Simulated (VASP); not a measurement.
# Cu (P6_3/mmc) in VASP: further runs

Runs on Cu. Level: r2SCAN. Tasks: single point.

Program: VASP 6.6.1. These are calculated values, not measurements. Logs are shortened: lines on timing, memory, paths and dates and some standing lists are left out, and cuts for length are marked.

### Step 1. The cell of the first run

The structure is hexagonal, space group P6_3/mmc (No. 194). The conventional cell has a = 2.531 Å, b = 2.531 Å, c = 4.128 Å, α = 90.00°, β = 90.00°, γ = 120.00°. Within 3.3 Å of Cu (site symmetry -6m2) lie 12 Cu at 2.53 Å.

This isn't the form of Cu at room conditions, which is fcc.

### Step 2. Single point, r2SCAN

POSCAR

```
Cu
1.0
    2.5314682226      0.0000000000      0.0000000000
   -1.2657341113      2.1923157897      0.0000000000
    0.0000000000      0.0000000000      4.1276198660
Cu
2
Direct
    0.3333333333      0.6666666667      0.7500000000
    0.6666666667      0.3333333333      0.2500000000
```

INCAR.step1

```
PREC = Accurate
ENCUT = 520
ISMEAR = -5
SIGMA = 0.05
LREAL = False
LASPH = True
NELM = 100
LMAXMIX = 4
NBANDS = 18
GGA = PE
ALGO = Normal
EDIFF = 1E-4
LWAVE = True
LCHARG = False
```

INCAR.step2

```
PREC = Accurate
ENCUT = 520
EDIFF = 1E-6
ISMEAR = 0
SIGMA = 0.05
LREAL = False
LASPH = True
NELM = 100
ALGO = Normal
ISIF = 2
LWAVE = False
LCHARG = False
LMAXMIX = 4
METAGGA = R2SCAN
LMIXTAU = True
LORBIT = 11
NBANDS = 18
ISTART = 1
```

KPOINTS

```
Automatic mesh
0
Gamma
  18 18 10
```

Potentials or basis: VASP PAW PBE potentials, release 64 (Cu).

The run is started by

```console
> cat potpaw_PBE.64/Cu/POTCAR > POTCAR
> cp INCAR.step1 INCAR
> mpirun -np 1 vasp_std > vasp.out
> cp INCAR.step2 INCAR
> mpirun -np 1 vasp_std > vasp.out
```

OUTCAR:

```text
PREC = Accurate
   ENCUT = 520
   EDIFF = 1E-6
   ISMEAR = 0
   LREAL = False
   LASPH = True
   NELM = 100
   ISIF = 2
   METAGGA = R2SCAN
   LORBIT = 11
   ISTART = 1

 ion  position               nearest neighbor table
   1  0.333  0.667  0.750-   2 2.53   2 2.53   2 2.53   2 2.53   2 2.53   2 2.53
   2  0.667  0.333  0.250-   1 2.53   1 2.53   1 2.53   1 2.53   1 2.53   1 2.53

  LATTYP: Found a hexagonal cell.
 ALAT       =     2.5314682226
 C/A-ratio  =     1.6305240687

  Lattice vectors:

 A1 = (   2.5314682226,   0.0000000000,   0.0000000000)
 A2 = (  -1.2657341113,   2.1923157897,   0.0000000000)
 A3 = (   0.0000000000,   0.0000000000,   4.1276198660)

Analysis of symmetry for initial positions (statically):
=====================================================================
 Subroutine PRICEL returns:
 Original cell was already a primitive cell.

 Routine SETGRP: Setting up the symmetry group for a
 hexagonal supercell.

 Subroutine GETGRP returns: Found 24 space group operations
 (whereof 12 operations were pure point group operations)
 out of a pool of 24 trial point group operations.

The static configuration has the point symmetry D_3d.
 The point group associated with its full space group is D_6h.

Analysis of symmetry for dynamics (positions and initial velocities):
=====================================================================
 Subroutine PRICEL returns:
 Original cell was already a primitive cell.

 Routine SETGRP: Setting up the symmetry group for a
 hexagonal supercell.

 Subroutine GETGRP returns: Found 24 space group operations
 (whereof 12 operations were pure point group operations)
 out of a pool of 24 trial point group operations.

The dynamic configuration has the point symmetry D_3d.
 The point group associated with its full space group is D_6h.

 Subroutine INISYM returns: Found 24 space group operations
 (whereof 12 operations are pure point group operations),
 and found     1 'primitive' translations

----------------------------------------------------------------------------------------

                                     Primitive cell

  volume of cell :      22.9074

  direct lattice vectors                    reciprocal lattice vectors
     2.531468223  0.000000000  0.000000000     0.395027673  0.228069333  0.000000000
    -1.265734111  2.192315790  0.000000000     0.000000000  0.456138666  0.000000000
     0.000000000  0.000000000  4.127619866     0.000000000  0.000000000  0.242270372

  length of vectors
     2.531468223  2.531468223  4.127619866     0.456138666  0.456138666  0.242270372

  position of ions in fractional coordinates (direct lattice)
     0.333333333  0.666666667  0.750000000
     0.666666667  0.333333333  0.250000000

  ion indices of the primitive-cell ions
   primitive index   ion index
                 1           1
                 2           2

----------------------------------------------------------------------------------------

 KPOINTS: Automatic mesh

Automatic generation of k-mesh.
 Grid dimensions read from file:
 generate k-points for:   18   18   10

 Generating k-lattice:

  Cartesian coordinates                     Fractional coordinates (reciprocal lattice)
     0.021945982  0.012670519  0.000000000     0.055555556  0.000000000  0.000000000
     0.000000000  0.025341037  0.000000000     0.000000000  0.055555556  0.000000000
     0.000000000  0.000000000  0.024227037     0.000000000  0.000000000  0.100000000

  Length of vectors
     0.025341037  0.025341037  0.024227037

  Shift w.r.t. Gamma in fractional coordinates (k-lattice)
     0.000000000  0.000000000  0.000000000

 Subroutine IBZKPT returns following result:
 ===========================================

 Found    222 irreducible k-points:

 Following reciprocal coordinates:
            Coordinates               Weight
  0.000000  0.000000  0.000000      1.000000
  0.055556  0.000000  0.000000      6.000000
  0.111111  0.000000  0.000000      6.000000
  0.166667  0.000000  0.000000      6.000000
  0.222222  0.000000  0.000000      6.000000
  0.277778  0.000000  0.000000      6.000000
[... 16 lines left out ...]
  0.333333  0.111111  0.000000     12.000000
  0.388889  0.111111  0.000000     12.000000
 [... further k-points ...]
   k-points           NKPTS =    222   k-points in BZ     NKDIM =    222   number of bands    NBANDS=     18
   number of dos      NEDOS =    301   number of ions     NIONS =      2
   total plane-waves  NPLWV =  12800
   dimension x,y,z NGX =    20 NGY =   20 NGZ =   32
   dimension x,y,z NGXF=    40 NGYF=   40 NGZF=   64
   ions per type =               2
   NGX,Y,Z   is equivalent  to a cutoff of  13.13, 13.13, 12.89 a.u.
   NGXF,Y,Z  is equivalent  to a cutoff of  26.27, 26.27, 25.78 a.u.
 SYSTEM =  unknown system
   PREC   = accura    normal or accurate (medium, high low for compatibility)
   ISTART =      1    job   : 0-new  1-cont  2-samecut
   ICHARG =      0    charge: 1-file 2-atom 10-const
   ISPIN  =      1    spin polarized calculation?
   LNONCOLLINEAR =      F non collinear calculations
   LSORBIT =      F    spin-orbit coupling
   LASPH  =      T    aspherical Exc in radial PAW
   ENCUT  =  520.0 eV  38.22 Ry    6.18 a.u.   4.71  4.71  7.67*2*pi/ulx,y,z
   NELM   =    100;   NELMIN=  2; NELMDL=  0     # of ELM steps
   EDIFF  = 0.1E-05   stopping-criterion for ELM
   LREAL  =      F    real-space projection
   EDIFFG = 0.1E-04   stopping-criterion for IOM
   NSW    =      0    number of steps for IOM
   IBRION =     -1    ionic relax: 0-MD 1-quasi-New 2-CG
   NFREE  =      0    steps in history (QN), initial steepest desc. (CG)
   ISIF   =      2    stress and relaxation
   ISYM   =      2    0-nonsym 1-usesym 2-fastsym
   POTIM  = 0.5000    time-step for ionic-motion
   TEBEG  =    0.0;   TEEND  =   0.0 temperature during run
   PSTRESS=    0.0 pullay stress
   NELECT =      22.0000    total number of electrons
   NUPDOWN=      -1.0000    fix difference up-down
   EMIN   =  10.00;   EMAX   =-10.00  energy-range for DOS
   EFERMI =   0.00;   METHOD = LEGACY
   ISMEAR =     0;   SIGMA  =   0.05  broadening in eV -4-tet -1-fermi 0-gaus
   EFERMI_NEDOS =   21; number of points for ismear=-14 and -15
   IALGO  =     38    algorithm
   IMIX   =      4    mixing-type and parameters
     AMIX     =   0.40;   BMIX     =  1.00
     AMIX_MAG =   1.60;   BMIX_MAG =  1.00
  volume/ion in A,a.u.               =      11.45        77.29
  Fermi-wavevector in a.u.,A,eV,Ry     =   1.615191  3.052269 35.495462  2.608843
  Thomas-Fermi vector in A             =   2.709979
   LORBIT       =     11    0 simple, 1 ext, 2 COOP (PROOUT), +10 PAW based schemes
   METAGGA = R2SCAN    functional components
   LHFCALC =     F    Hartree Fock is set to
   AEXX    =    0.0000 exact exchange contribution
   IVDW    =     0    specifies the selected vdW correction
   LEPSILON=     F    determine dielectric tensor
   LRPA    =     F    only Hartree local field effects (RPA)
 non-spin polarized calculation
 Gauss-broadening in eV      SIGMA  =   0.05
  energy-cutoff  :      520.00
  volume of cell :       22.91
 maximum number of plane-waves:       632
 NGX is ok and might be reduce to    20

 number of electron      21.9999981 magnetization

 Free energy of the ion-electron system (eV)
  ---------------------------------------------------
  ext. energy  EPLUGINS =         0.00000000
  ---------------------------------------------------
  free energy    TOTEN  =       -21.63030776 eV

  energy without entropy =      -21.62919438  energy(sigma->0) =      -21.62975107

 E-fermi :   7.7149     XC(G=0): -13.9512

 val. band max:        7.7142683990   @ k =   0.5000   0.0000   0.1000
 cond. band min:       7.7159942385   @ k =   0.2222   0.2222   0.5000
 fundamental gap:      0.0017258394
 Fermi energy:         7.7148607176

 k-point     1 :       0.0000    0.0000    0.0000
  band No.  band energies     occupation
      1      -2.1323      2.00000
      2       2.3666      2.00000
      3       4.5481      2.00000
      4       4.6025      2.00000
      5       4.6027      2.00000
      6       4.8255      2.00000
[... 10 lines left out ...]
     17      32.6262      0.00000
     18      32.6263      0.00000

 k-point     2 :       0.0556    0.0000    0.0000
  band No.  band energies     occupation
      1      -2.0261      2.00000
      2       2.4272      2.00000
      3       4.4716      2.00000
      4       4.6412      2.00000
      5       4.6685      2.00000
      6       4.8063      2.00000
[... 10 lines left out ...]
     17      33.2934      0.00000
     18      33.2945      0.00000

 k-point     3 :       0.1111    0.0000    0.0000
  band No.  band energies     occupation
      1      -1.7109      2.00000
      2       2.5972      2.00000
      3       4.3495      2.00000
      4       4.7199      2.00000
      5       4.7540      2.00000
      6       4.8012      2.00000
[... 10 lines left out ...]
     17      33.0208      0.00000
     18      33.9789      0.00000

 k-point     4 :       0.1667    0.0000    0.0000
  band No.  band energies     occupation
      1      -1.1967      2.00000
      2       2.8368      2.00000
      3       4.2112      2.00000
      4       4.3766      2.00000
      5       4.6494      2.00000
      6       4.9315      2.00000
[... 10 lines left out ...]
     17      30.6694      0.00000
     18      32.7484      0.00000

 k-point     5 :       0.2222    0.0000    0.0000
  band No.  band energies     occupation
      1      -0.5048      2.00000
      2       3.0662      2.00000
      3       3.9809      2.00000
      4       4.0971      2.00000
      5       4.5798      2.00000
      6       4.8303      2.00000
[... 10 lines left out ...]
     17      28.1567      0.00000
     18      30.6368      0.00000

 k-point     6 :       0.2778    0.0000    0.0000
  band No.  band energies     occupation
      1       0.3232      2.00000
      2       3.1751      2.00000
      3       3.6618      2.00000
      4       4.0598      2.00000
      5       4.5722      2.00000
      6       4.7278      2.00000
[... 10 lines left out ...]
     17      26.2653      0.00000
     18      29.1718      0.00000

 k-point     7 :       0.3333    0.0000    0.0000
  band No.  band energies     occupation
      1       1.2031      2.00000
      2       3.1395      2.00000
      3       3.4202      2.00000
      4       4.1019      2.00000
      5       4.6368      2.00000
      6       4.6540      2.00000
[... 10 lines left out ...]
     17      24.2624      0.00000
     18      28.4742      0.00000

 k-point     8 :       0.3889    0.0000    0.0000
  band No.  band energies     occupation
      1       1.9775      2.00000
      2       3.0422      2.00000
      3       3.2521      2.00000
      4       4.2272      2.00000
      5       4.5656      2.00000
      6       4.6795      2.00000
[... 10 lines left out ...]
     17      22.3799      0.00000
     18      28.1277      0.00000
[... 229 lines left out ...]
     17      30.9894      0.00000
     18      31.5672      0.00000

 k-point    20 :       0.1667    0.1111    0.0000
  band No.  band energies     occupation
      1      -0.2142      2.00000
      2       3.1911      2.00000
      3       3.8910      2.00000
      4       3.9698      2.00000
      5       4.5974      2.00000
      6       4.6659      2.00000
[... 10 lines left out ...]
     17      29.4241      0.00000
     18      29.8802      0.00000

 k-point    21 :       0.2222    0.1111    0.0000
  band No.  band energies     occupation
      1       0.5975      2.00000
      2       3.3072      2.00000
      3       3.6255      2.00000
      4       3.8939      2.00000
      5       4.5672      2.00000
      6       4.5998      2.00000
[... 10 lines left out ...]
     17      27.0648      0.00000
     18      29.0322      0.00000

 k-point    22 :       0.2778    0.1111    0.0000
  band No.  band energies     occupation
      1       1.4557      2.00000
      2       3.2667      2.00000
      3       3.4207      2.00000
      4       3.9241      2.00000
      5       4.4959      2.00000
      6       4.6766      2.00000
[... 10 lines left out ...]
     17      24.7543      0.00000
     18      28.3620      0.00000

 k-point    23 :       0.3333    0.1111    0.0000
  band No.  band energies     occupation
      1       2.2010      2.00000
      2       3.1638      2.00000
      3       3.2773      2.00000
      4       4.0352      2.00000
      5       4.4567      2.00000
      6       4.7065      2.00000
[... 10 lines left out ...]
     17      22.6360      0.00000
     18      27.8768      0.00000

 k-point    24 :       0.3889    0.1111    0.0000
  band No.  band energies     occupation
      1       2.6583      2.00000
      2       3.0688      2.00000
      3       3.1930      2.00000
      4       4.2034      2.00000
      5       4.4482      2.00000
      6       4.6210      2.00000
[... 10 lines left out ...]
     17      20.9115      0.00000
     18      27.5830      0.00000

 [... further k-points ...]

------------------------ aborting loop because EDIFF is reached ----------------------------------------

  FORCE on cell =-STRESS in cart. coord.  units (eV):
  Direction    XX          YY          ZZ          XY          YZ          ZX
  --------------------------------------------------------------------------------------
  -------------------------------------------------------------------------------------
  Total        0.1025267      0.1025267      0.1075898      0.0000000     -0.0000000     -0.0000000
  in kB        7.1708767      7.1708767      7.5250014      0.0000000     -0.0000000     -0.0000000
  external PRESSURE =       7.2889183 kB  Pullay stress =       0.0000000 kB

 VOLUME and BASIS-vectors are now :
 -----------------------------------------------------------------------------
  energy-cutoff  :      520.00
  volume of cell :       22.91
      direct lattice vectors                 reciprocal lattice vectors
     2.531468223  0.000000000  0.000000000     0.395027673  0.228069333  0.000000000
    -1.265734111  2.192315790  0.000000000     0.000000000  0.456138666  0.000000000
     0.000000000  0.000000000  4.127619866     0.000000000  0.000000000  0.242270372

 POSITION                                       TOTAL-FORCE (eV/Angst)
 -----------------------------------------------------------------------------------
     -0.00000      1.46154      3.09571         0.000000     -0.000000      0.000000
      1.26573      0.73077      1.03190        -0.000000      0.000000      0.000000
 -----------------------------------------------------------------------------------
    total drift:                               -0.000000      0.000000     -0.000000

  FREE ENERGIE OF THE ION-ELECTRON SYSTEM (eV)
  ---------------------------------------------------
  free  energy   TOTEN  =       -21.6303077617 eV

  energy  without entropy=      -21.6291943837  energy(sigma->0) =      -21.62975107

 total charge

# of ion       s       p       d       tot
------------------------------------------
    1        0.467   0.422   9.197  10.085
    2        0.467   0.422   9.197  10.085
--------------------------------------------------
tot          0.935   0.843  18.393  20.171
```

It took 2.1 min on 1 thread of Intel Xeon 6975P-C (Granite Rapids), shared host; peak memory 0.2 GiB.

Results:

| Property | Result |
| --- | --- |
| Free energy | -21.6303 eV |
| Pressure | 0.7 GPa |
| Band gap on the k mesh | zero (bands 11 and 12 overlap by 6.38 eV) |
| Valence electrons inside the program's atomic spheres | Cu 10.09 |

Levels at points of the mesh, in eV from the Fermi level:
| k point | band 7 | band 8 | band 9 | band 10 | band 11 | band 12 | band 13 | band 14 | band 15 | band 16 |
| --- | --- | --- | --- | --- | --- | --- | --- | --- | --- | --- |
| (0.00, 0.00, 0.00) | -2.89 | -2.60 | -2.60 | -1.81 | -1.81 | -1.06 | 4.22 | 22.45 | 23.28 | 23.28 |
| (0.50, 0.00, 0.00) | -2.85 | -1.70 | -1.66 | -1.60 | 0.04 | 1.77 | 8.33 | 8.85 | 11.28 | 11.91 |
| (0.00, 0.00, 0.50) | -3.16 | -3.16 | -2.04 | -2.04 | -2.04 | -2.04 | 13.36 | 13.36 | 23.20 | 23.20 |
| (0.50, 0.00, 0.50) | -1.98 | -1.98 | -1.64 | -1.64 | 0.55 | 0.55 | 5.32 | 5.32 | 17.26 | 17.26 |

Caveat: the PAW data sets were made with another functional, which shifts forces and pressure a little.

[end of part 1 of 2]
